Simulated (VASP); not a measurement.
# C (C2/m) in VASP: further runs, part 2 of 2

VASP 6.6.1. The steps go on from the part before.

## Step 4: Single point, LDA

This run uses another cell than the first one, of 8.64 Å³/atom.

File INCAR:

```
SYSTEM = C
ALGO = Normal ; EDIFF = 1E-6
ENCUT = 520 ; GGA = CA
ISIF = 2 ; ISMEAR = -1
LASPH = .True. ; LCHARG = .False.
LREAL = .False. ; LWAVE = .False.
NBANDS = 11 ; NELM = 80
PREC = Accurate ; SIGMA = 0.1
```

File KPOINTS:

```
k-points
0
Gamma
  16 16 10
  0 0 0
```

File POSCAR:

```
C
1.0
    2.1173318643     -1.2224443176     -0.0104941055
    2.1173318643      1.2224443176     -0.0104941055
   -1.3898739795      0.0000000000      3.3464820786
C
2
Direct
    0.8333835412      0.8333835412      0.0001509423
    0.1666164588      0.1666164588      0.9998490577
```

Potentials or basis: VASP PAW LDA potentials, release 64 (C).

Command:

```console
$ cat potpaw_LDA.64/C/POTCAR > POTCAR
$ mpirun -np 1 vasp_std > vasp.out
```

OUTCAR:

```text
SYSTEM = C
   EDIFF = 1E-6
   ENCUT = 520
   GGA = CA
   ISIF = 2
   ISMEAR = -1
   LASPH = .True.
   LREAL = .False.
   NELM = 80
   PREC = Accurate

 ion  position               nearest neighbor table
   1  0.833  0.833  0.000-   2 1.41   2 1.41   2 1.41
   2  0.167  0.167  1.000-   1 1.41   1 1.41   1 1.41

  LATTYP: Found a base centered monoclinic cell.
 ALAT       =     4.2347157401
 B/A-ratio  =     0.5773442151
 C/A-ratio  =     0.8556960825
 COS(beta)  =    -0.3881309518

  Lattice vectors:

 A1 = (   2.1173318643,  -1.2224443176,  -0.0104941055)
 A2 = (   2.1173318643,   1.2224443176,  -0.0104941055)
 A3 = (  -1.3898739795,   0.0000000000,   3.3464820786)

Analysis of symmetry for initial positions (statically):
=====================================================================
 Subroutine PRICEL returns:
 Original cell was already a primitive cell.

 Routine SETGRP: Setting up the symmetry group for a
 base centered monoclinic supercell.

 Subroutine GETGRP returns: Found  4 space group operations
 (whereof  4 operations were pure point group operations)
 out of a pool of  4 trial point group operations.

The static configuration has the point symmetry C_2h.

Analysis of symmetry for dynamics (positions and initial velocities):
=====================================================================
 Subroutine PRICEL returns:
 Original cell was already a primitive cell.

 Routine SETGRP: Setting up the symmetry group for a
 base centered monoclinic supercell.

 Subroutine GETGRP returns: Found  4 space group operations
 (whereof  4 operations were pure point group operations)
 out of a pool of  4 trial point group operations.

The dynamic configuration has the point symmetry C_2h.

 Subroutine INISYM returns: Found  4 space group operations
 (whereof  4 operations are pure point group operations),
 and found     1 'primitive' translations
[... 112 lines left out ...]
   IALGO  =     38    algorithm
   IMIX   =      4    mixing-type and parameters
     AMIX     =   0.40;   BMIX     =  1.00
     AMIX_MAG =   1.60;   BMIX_MAG =  1.00
  volume/ion in A,a.u.               =       8.64        58.33
  Fermi-wavevector in a.u.,A,eV,Ry     =   1.266264  2.392892 21.815918  1.603425
  Thomas-Fermi vector in A             =   2.399474
   LORBIT       =      0    0 simple, 1 ext, 2 COOP (PROOUT), +10 PAW based schemes
   GGA     = CA    functional components
   LHFCALC =     F    Hartree Fock is set to
   AEXX    =    0.0000 exact exchange contribution
   IVDW    =     0    specifies the selected vdW correction
   LEPSILON=     F    determine dielectric tensor
   LRPA    =     F    only Hartree local field effects (RPA)
 non-spin polarized calculation
  energy-cutoff  :      520.00
  volume of cell :       17.29
 maximum number of plane-waves:       478
   NGX =  9   NGY =  9   NGZ = 13

 number of electron       8.0000000 magnetization

 Free energy of the ion-electron system (eV)
  ---------------------------------------------------
  ext. energy  EPLUGINS =         0.00000000
  ---------------------------------------------------
  free energy    TOTEN  =       -20.22392237 eV

  energy without entropy =      -20.22327940  energy(sigma->0) =      -20.22360089

 E-fermi :   4.8044     XC(G=0): -10.8335

 val. band max:        4.6001287273   @ k =  -0.3125   0.3125   0.0000
 cond. band min:       5.0295457338   @ k =  -0.3125   0.3750   0.3000
 fundamental gap:      0.4294170065
 Fermi energy:         4.8044178718

 k-point     1 :       0.0000    0.0000    0.0000
  band No.  band energies     occupation
      1     -14.8890      2.00000
      2      -1.9345      2.00000
      3       1.7664      2.00000
      4       1.7665      2.00000
      5       8.5731      0.00000
      6      13.2376      0.00000
      7      13.2381      0.00000
      8      16.3026      0.00000
      9      18.2655      0.00000
     10      27.4803      0.00000
     11      30.2338      0.00000
[... 309 lines left out ...]
 k-point    24 :      -0.0625    0.0625    0.0000
  band No.  band energies     occupation
      1     -14.6071      2.00000
      2      -1.6107      2.00000
      3       0.7630      2.00000
      4       1.1641      2.00000
      5       8.9151      0.00000
      6      13.4522      0.00000
      7      14.2961      0.00000
      8      15.3308      0.00000
      9      18.7411      0.00000
     10      27.9403      0.00000
     11      28.3367      0.00000

 [... further k-points ...]
[... 5 lines left out ...]
  --------------------------------------------------------------------------------------
  -------------------------------------------------------------------------------------
  Total        0.1367750      0.1369849     -0.0179012      0.0000000      0.0000000     -0.0015029
  in kB       12.6758083     12.6952618     -1.6590181      0.0000000      0.0000000     -0.1392828
  external PRESSURE =       7.9040173 kB  Pullay stress =       0.0000000 kB

 VOLUME and BASIS-vectors are now :
 -----------------------------------------------------------------------------
  energy-cutoff  :      520.00
  volume of cell :       17.29
      direct lattice vectors                 reciprocal lattice vectors
     2.117331864 -1.222444318 -0.010494105     0.236633361 -0.409016585  0.098279490
     2.117331864  1.222444318 -0.010494105     0.236633361  0.409016585  0.098279490
    -1.389873979  0.000000000  3.346482079     0.001484099  0.000000000  0.299437644

 POSITION                                       TOTAL-FORCE (eV/Angst)
 -----------------------------------------------------------------------------------
      3.52889      0.00000     -0.01699         0.000009      0.000000      0.000355
     -0.68410      0.00000      3.34248        -0.000009      0.000000     -0.000355
 -----------------------------------------------------------------------------------
    total drift:                               -0.000000      0.000000      0.000000

  FREE ENERGIE OF THE ION-ELECTRON SYSTEM (eV)
  ---------------------------------------------------
  free  energy   TOTEN  =       -20.2239223716 eV

  energy  without entropy=      -20.2232793985  energy(sigma->0) =      -20.22360089
```

OSZICAR:

```text
N       E                     dE             d eps       ncg     rms          rms(c)
DAV:   1    -0.142341378364E+01   -0.14234E+01   -0.41265E+03 15474   0.648E+02
DAV:   2    -0.212257178665E+02   -0.19802E+02   -0.18965E+02 19907   0.120E+02
DAV:   3    -0.216717958089E+02   -0.44608E+00   -0.44527E+00 19082   0.146E+01
DAV:   4    -0.216735433612E+02   -0.17476E-02   -0.17474E-02 17564   0.114E+00
DAV:   5    -0.216735507148E+02   -0.73536E-05   -0.73534E-05 19387   0.675E-02    0.668E+00
DAV:   6    -0.205650940629E+02    0.11085E+01   -0.99449E-01 17871   0.570E+00    0.378E+00
DAV:   7    -0.202243904491E+02    0.34070E+00   -0.10460E+00 18377   0.589E+00    0.105E+00
DAV:   8    -0.202246077461E+02   -0.21730E-03   -0.25602E-02 17029   0.105E+00    0.180E-01
DAV:   9    -0.202239339541E+02    0.67379E-03   -0.14133E-03 18167   0.220E-01    0.700E-02
DAV:  10    -0.202239232614E+02    0.10693E-04   -0.12700E-04 18489   0.765E-02    0.290E-02
DAV:  11    -0.202239223716E+02    0.88974E-06   -0.31353E-06 17946   0.126E-02
   1 F= -.20223922E+02 E0= -.20223601E+02  d E =-.642973E-03
```

stdout:

```text
POSCAR found type information on POSCAR C
 POSCAR found :  1 types and       2 ions
 scaLAPACK will be used
 LDA part: xc-table for (Slater(with rela. corr.)+CA(PZ))
 , standard interpolation
 POSCAR, INCAR and KPOINTS ok, starting setup
 FFT: planning ... GRIDC
 FFT: planning ... GRID_SOFT
 FFT: planning ... GRID
 WAVECAR not read
 entering main loop
```

It took 93 s on 1 thread of Intel Xeon Platinum 8259CL at 2.50GHz (Skylake/Cascade Lake), shared host; peak memory 0.2 GiB.

What came out:

```yaml
Free_energy: -20.2239 eV
Pressure: 0.8 GPa
```

## Step 5: Relaxation of the atoms, LDA (8.51 Å³/atom)

File INCAR:

```
PREC = Accurate ; ENCUT = 520
EDIFF = 1E-7 ; ISMEAR = 0
SIGMA = 0.01 ; LREAL = F
LASPH = T ; NELM = 60
ALGO = Normal ; ISIF = 2
LWAVE = F ; LCHARG = F
GGA = CA ; IBRION = 2
NSW = 100 ; EDIFFG = -0.002
```

File KPOINTS:

```
regular mesh
0
Gamma
  10 10 6
```

File POSCAR:

```
C
1.0
    2.1066918261     -1.2163012776     -0.0104413704
    2.1066918261      1.2163012776     -0.0104413704
   -1.3828895703      0.0000000000      3.3296653019
C
2
Direct
    0.8333835412      0.8333835412      0.0001509423
    0.1666164588      0.1666164588      0.9998490577
```

Command:

```console
$ cat potpaw_LDA.64/C/POTCAR > POTCAR
$ mpirun -np 1 vasp_std > vasp.out
```

It took 27 s on 1 thread of Intel Xeon Platinum 8259CL at 2.50GHz (Skylake/Cascade Lake), shared host; peak memory 0.12 GiB.

It converged, with:

```yaml
Free_energy: -20.2210 eV
Energy_gained_by_relaxing: 0.0 meV/atom
Ionic_steps: 3
Pressure_after_relaxing: 5.3 GPa
```

Stress tensor (GPa, compression positive):
```
 7.93  0.00 -0.05
 0.00  7.93  0.00
-0.05  0.00  0.11
```

Final structure:
```
C
1.0
     2.10669   -1.21630   -0.01044
     2.10669    1.21630   -0.01044
    -1.38289    0.00000    3.32967
C
2
Direct
  0.83338 0.83338 0.00012
  0.16662 0.16662 0.99988
```

## Step 6: The runs side by side

| task | level | potentials or basis | cell | k mesh | smearing | pressure (GPa) |
| --- | --- | --- | --- | --- | --- | --- |
| single point | LDA | VASP PAW LDA potentials, release 64 (C) | a = 2.433, b = 2.433, c = 3.605 Å, angles 109.6, 109.6, 60.0°, 2 atoms | 10 × 10 × 6 | gaussian 0.01 eV | 5.3 |
| single point | PBE | VASP PAW PBE potentials, release 64 (C) | a = 2.433, b = 2.433, c = 3.605 Å, angles 109.6, 109.6, 60.0°, 2 atoms | 10 × 10 × 6, shifted | gaussian 0.01 eV | 13.7 |
| single point | LDA | VASP PAW LDA potentials, release 64 (C) | a = 2.445, b = 2.445, c = 3.624 Å, angles 109.6, 109.6, 60.0°, 2 atoms | 16 × 16 × 10 | fermi-dirac 0.1 eV | 0.8 |
| relaxation of the atoms | LDA | VASP PAW LDA potentials, release 64 (C) | atoms relaxed from a = 2.433, b = 2.433, c = 3.605 Å, angles 109.6, 109.6, 60.0°, 2 atoms | 10 × 10 × 6 | gaussian 0.01 eV | 5.3 |

Alike in all rows: no spin polarisation; cutoff (eV) 520.

Caveats: the cell stands under pressure (at least some runs); this functional lacks dispersion, which binds the layers, so the pressure and a relaxed spacing across them are unreliable (at least some runs).

Total energies depend on the potentials used, so only differences within one code and one set of settings carry meaning.
